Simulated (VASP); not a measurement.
# Li3B2 (P-3m1) in VASP: a series of runs, part 2 of 2

VASP 6.6.1. The steps go on from the part before.

## (3) Single point, PBE

This run uses another cell than the first one, of 12.79 Å³/atom.

Input file INCAR:

```
SYSTEM = Li3B2
PREC = Accurate ; ENCUT = 520
EDIFF = 1E-6 ; ISMEAR = 0
SIGMA = 0.1 ; LREAL = Auto
LASPH = .TRUE. ; NELM = 60
ALGO = Fast ; ISIF = 2
LWAVE = .FALSE. ; LCHARG = .FALSE.
GGA = PE ; NBANDS = 36
```

Input file KPOINTS:

```
Automatic mesh
0
G
  6 6 4
  0 0 0
```

Input file POSCAR:

```
Li3B2
1.0
    5.5092720148      0.0000000000      0.0000000000
   -2.7546360074      4.7711695212      0.0000000000
    0.0000000000      0.0000000000      7.2979850051
Li B
9 6
Direct
    0.5000000000      0.0000000000      0.5000000000
    0.0000000000      0.5000000000      0.5000000000
    0.5000000000      0.5000000000      0.5000000000
    0.0000000000      0.0000000000      0.0000000000
    0.5000000000      0.0000000000      0.0000000000
    0.0000000000      0.5000000000      0.0000000000
    0.5000000000      0.5000000000      0.0000000000
    0.3333333333      0.6666666667      0.7486498900
    0.6666666667      0.3333333333      0.2513501100
    0.1010971866      0.8989028134      0.7271905940
    0.1010971866      0.2021943731      0.7271905940
    0.7978056269      0.8989028134      0.7271905940
    0.8989028134      0.1010971866      0.2728094060
    0.2021943731      0.1010971866      0.2728094060
    0.8989028134      0.7978056269      0.2728094060
```

Potentials or basis: VASP PAW PBE potentials, release 64 (Li_sv, B).

The run is started by

```
$ cat potpaw_PBE.64/Li_sv/POTCAR potpaw_PBE.64/B/POTCAR > POTCAR
$ mpirun -np 1 vasp_std > vasp.out
```

OUTCAR:

```text
SYSTEM = Li3B2
   PREC = Accurate
   ENCUT = 520
   EDIFF = 1E-6
   ISMEAR = 0
   LREAL = Auto
   LASPH = .TRUE.
   NELM = 60
   ISIF = 2
   GGA = PE

 ion  position               nearest neighbor table
   1  0.500  0.000  0.500-   8 2.41   9 2.41
   2  0.000  0.500  0.500-   8 2.41   9 2.41
   3  0.500  0.500  0.500-   8 2.41   9 2.41
   4  0.000  0.000  0.000-  12 2.21  14 2.21  11 2.21  15 2.21  10 2.21  13 2.21
   5  0.500  0.000  0.000-   8 2.43   9 2.43
   6  0.000  0.500  0.000-   8 2.43   9 2.43
   7  0.500  0.500  0.000-   8 2.43   9 2.43
   8  0.333  0.667  0.749-  10 2.22  12 2.22  11 2.22   2 2.41   1 2.41   3 2.41   6 2.43   5 2.43
                             7 2.43
   9  0.667  0.333  0.251-  13 2.22  14 2.22  15 2.22   2 2.41   1 2.41   3 2.41   6 2.43   5 2.43
                             7 2.43
  10  0.101  0.899  0.727-  12 1.67  11 1.67   4 2.21   8 2.22
  11  0.101  0.202  0.727-  10 1.67  12 1.67   4 2.21   8 2.22
  12  0.798  0.899  0.727-  10 1.67  11 1.67   4 2.21   8 2.22
  13  0.899  0.101  0.273-  14 1.67  15 1.67   4 2.21   9 2.22
  14  0.202  0.101  0.273-  13 1.67  15 1.67   4 2.21   9 2.22
  15  0.899  0.798  0.273-  13 1.67  14 1.67   4 2.21   9 2.22

  LATTYP: Found a hexagonal cell.
 ALAT       =     5.5092720148
 C/A-ratio  =     1.3246732028

  Lattice vectors:

 A1 = (   5.5092720148,   0.0000000000,   0.0000000000)
 A2 = (  -2.7546360074,   4.7711695212,   0.0000000000)
 A3 = (   0.0000000000,   0.0000000000,   7.2979850051)

Analysis of symmetry for initial positions (statically):
=====================================================================
 Subroutine PRICEL returns:
 Original cell was already a primitive cell.

 Routine SETGRP: Setting up the symmetry group for a
 hexagonal supercell.

 Subroutine GETGRP returns: Found 12 space group operations
 (whereof 12 operations were pure point group operations)
 out of a pool of 24 trial point group operations.

The static configuration has the point symmetry D_3d.

Analysis of symmetry for dynamics (positions and initial velocities):
=====================================================================
 Subroutine PRICEL returns:
 Original cell was already a primitive cell.

 Routine SETGRP: Setting up the symmetry group for a
 hexagonal supercell.

 Subroutine GETGRP returns: Found 12 space group operations
 (whereof 12 operations were pure point group operations)
 out of a pool of 24 trial point group operations.

The dynamic configuration has the point symmetry D_3d.

 Subroutine INISYM returns: Found 12 space group operations
 (whereof 12 operations are pure point group operations),
 and found     1 'primitive' translations

----------------------------------------------------------------------------------------

                                     Primitive cell

  volume of cell :     191.8324

  direct lattice vectors                    reciprocal lattice vectors
     5.509272015  0.000000000  0.000000000     0.181512185  0.104796109  0.000000000
[... 97 lines left out ...]
   dimension x,y,z NGXF=    84 NGYF=   84 NGZF=  108
   ions per type =               9   6
   NGX,Y,Z   is equivalent  to a cutoff of  12.67, 12.67, 12.30 a.u.
   NGXF,Y,Z  is equivalent  to a cutoff of  25.35, 25.35, 24.60 a.u.
 SYSTEM =  Li3B2
   PREC   = accura    normal or accurate (medium, high low for compatibility)
   ISTART =      0    job   : 0-new  1-cont  2-samecut
   ICHARG =      2    charge: 1-file 2-atom 10-const
   ISPIN  =      1    spin polarized calculation?
   LNONCOLLINEAR =      F non collinear calculations
   LSORBIT =      F    spin-orbit coupling
   LASPH  =      T    aspherical Exc in radial PAW
   ENCUT  =  520.0 eV  38.22 Ry    6.18 a.u.  10.24 10.24 13.57*2*pi/ulx,y,z
   NELM   =     60;   NELMIN=  2; NELMDL= -5     # of ELM steps
   EDIFF  = 0.1E-05   stopping-criterion for ELM
   LREAL  =      T    real-space projection
   EDIFFG = 0.1E-04   stopping-criterion for IOM
   NSW    =      0    number of steps for IOM
   IBRION =     -1    ionic relax: 0-MD 1-quasi-New 2-CG
   NFREE  =      0    steps in history (QN), initial steepest desc. (CG)
   ISIF   =      2    stress and relaxation
   ISYM   =      2    0-nonsym 1-usesym 2-fastsym
   POTIM  = 0.5000    time-step for ionic-motion
   TEBEG  =    0.0;   TEEND  =   0.0 temperature during run
   PSTRESS=    0.0 pullay stress
   NELECT =      45.0000    total number of electrons
   NUPDOWN=      -1.0000    fix difference up-down
   EMIN   =  10.00;   EMAX   =-10.00  energy-range for DOS
   EFERMI =   0.00;   METHOD = LEGACY
   ISMEAR =     0;   SIGMA  =   0.10  broadening in eV -4-tet -1-fermi 0-gaus
   EFERMI_NEDOS =   21; number of points for ismear=-14 and -15
   IALGO  =     68    algorithm
   IMIX   =      4    mixing-type and parameters
     AMIX     =   0.40;   BMIX     =  1.00
     AMIX_MAG =   1.60;   BMIX_MAG =  1.00
  volume/ion in A,a.u.               =      12.79        86.30
  Fermi-wavevector in a.u.,A,eV,Ry     =   1.009652  1.907965 13.869737  1.019397
  Thomas-Fermi vector in A             =   2.142593
   LORBIT       =      0    0 simple, 1 ext, 2 COOP (PROOUT), +10 PAW based schemes
   GGA     = PE    functional components
   LHFCALC =     F    Hartree Fock is set to
   AEXX    =    0.0000 exact exchange contribution
   IVDW    =     0    specifies the selected vdW correction
   LEPSILON=     F    determine dielectric tensor
   LRPA    =     F    only Hartree local field effects (RPA)
 non-spin polarized calculation
 RMM-DIIS sequential band-by-band and
 Gauss-broadening in eV      SIGMA  =   0.10
  energy-cutoff  :      520.00
  volume of cell :      191.83
 maximum number of plane-waves:      5177
 NGX is ok and might be reduce to    42
   NGX = 21   NGY = 21   NGZ = 27

 number of electron      45.0000053 magnetization

 Free energy of the ion-electron system (eV)
  ---------------------------------------------------
  ext. energy  EPLUGINS =         0.00000000
  ---------------------------------------------------
  free energy    TOTEN  =       -50.08021595 eV

  energy without entropy =      -50.04313213  energy(sigma->0) =      -50.06167404

 E-fermi :   1.7138     XC(G=0):  -8.5351

 val. band max:        1.7134619293   @ k =   0.3333  -0.0000   0.2500
 cond. band min:       1.7180505014   @ k =   0.0000   0.3333   0.2500
 fundamental gap:      0.0045885722
 Fermi energy:         1.7138055647

 k-point     1 :       0.0000    0.0000    0.0000
  band No.  band energies     occupation
      1     -44.7146      2.00000
      2     -44.6846      2.00000
      3     -44.6846      2.00000
      4     -44.2378      2.00000
      5     -44.2074      2.00000
      6     -44.2074      2.00000
[... 877 lines left out ...]
     33       6.7850      0.00000
     34       7.2581      0.00000
 [bands above 34 left out]

------------------------ aborting loop because EDIFF is reached ----------------------------------------

  FORCE on cell =-STRESS in cart. coord.  units (eV):
  Direction    XX          YY          ZZ          XY          YZ          ZX
  --------------------------------------------------------------------------------------
  -------------------------------------------------------------------------------------
  Total        0.4224565      0.4224565      0.2337156      0.0000000      0.0000000      0.0000000
  in kB        3.5283413      3.5283413      1.9519841      0.0000000      0.0000000      0.0000000
  external PRESSURE =       3.0028889 kB  Pullay stress =       0.0000000 kB

 VOLUME and BASIS-vectors are now :
 -----------------------------------------------------------------------------
  energy-cutoff  :      520.00
  volume of cell :      191.83
      direct lattice vectors                 reciprocal lattice vectors
     5.509272015  0.000000000  0.000000000     0.181512185  0.104796109  0.000000000
    -2.754636007  4.771169521  0.000000000     0.000000000  0.209592217  0.000000000
     0.000000000  0.000000000  7.297985005     0.000000000  0.000000000  0.137024124

 POSITION                                       TOTAL-FORCE (eV/Angst)
 -----------------------------------------------------------------------------------
      2.75464      0.00000      3.64899         0.000000      0.000000      0.000000
     -1.37732      2.38558      3.64899         0.000000      0.000000      0.000000
      1.37732      2.38558      3.64899         0.000000      0.000000      0.000000
      0.00000      0.00000      0.00000         0.000000      0.000000      0.000000
      2.75464      0.00000      0.00000         0.000000      0.000000      0.000000
     -1.37732      2.38558      0.00000         0.000000      0.000000      0.000000
      1.37732      2.38558      0.00000         0.000000      0.000000      0.000000
     -0.00000      3.18078      5.46364         0.000000      0.000000     -0.003257
      2.75464      1.59039      1.83435         0.000000     -0.000000      0.003257
     -1.91918      4.28882      5.30703         0.017401     -0.010047     -0.001788
      0.00000      0.96470      5.30703         0.000000      0.020093     -0.001788
      1.91918      4.28882      5.30703        -0.017401     -0.010047     -0.001788
      4.67381      0.48235      1.99096        -0.017401      0.010047      0.001788
      0.83546      0.48235      1.99096         0.017401      0.010047      0.001788
      2.75464      3.80647      1.99096         0.000000     -0.020093      0.001788
 -----------------------------------------------------------------------------------
    total drift:                                0.000000      0.000000     -0.000000

  FREE ENERGIE OF THE ION-ELECTRON SYSTEM (eV)
  ---------------------------------------------------
  free  energy   TOTEN  =       -50.0802159539 eV

  energy  without entropy=      -50.0431321283  energy(sigma->0) =      -50.06167404
```

Wall time 18 min (1 thread of Oxide Virtual Turin-like, shared host); peak memory 0.3 GiB.

What came out:

```
Free energy            : -50.0802 eV
Largest force          : 0.020 eV/Å
Band gap on the k mesh : zero (an odd number of electrons rules out a gap without spin polarisation)
```

Forces in eV/Å, atoms in the order of the input:
```
Li   0.000  0.000  0.000
Li   0.000  0.000  0.000
Li   0.000  0.000  0.000
Li   0.000  0.000  0.000
Li   0.000  0.000  0.000
Li   0.000  0.000  0.000
Li   0.000  0.000  0.000
Li   0.000  0.000 -0.003
Li   0.000  0.000  0.003
B    0.017 -0.010 -0.002
B    0.000  0.020 -0.002
B   -0.017 -0.010 -0.002
B   -0.017  0.010  0.002
B    0.017  0.010  0.002
B    0.000 -0.020  0.002
```

Caveat: the cutoff is under 1.25 times the usual one of these potentials, so pressure, stress and relaxed cells hold a basis-set (Pulay) error.
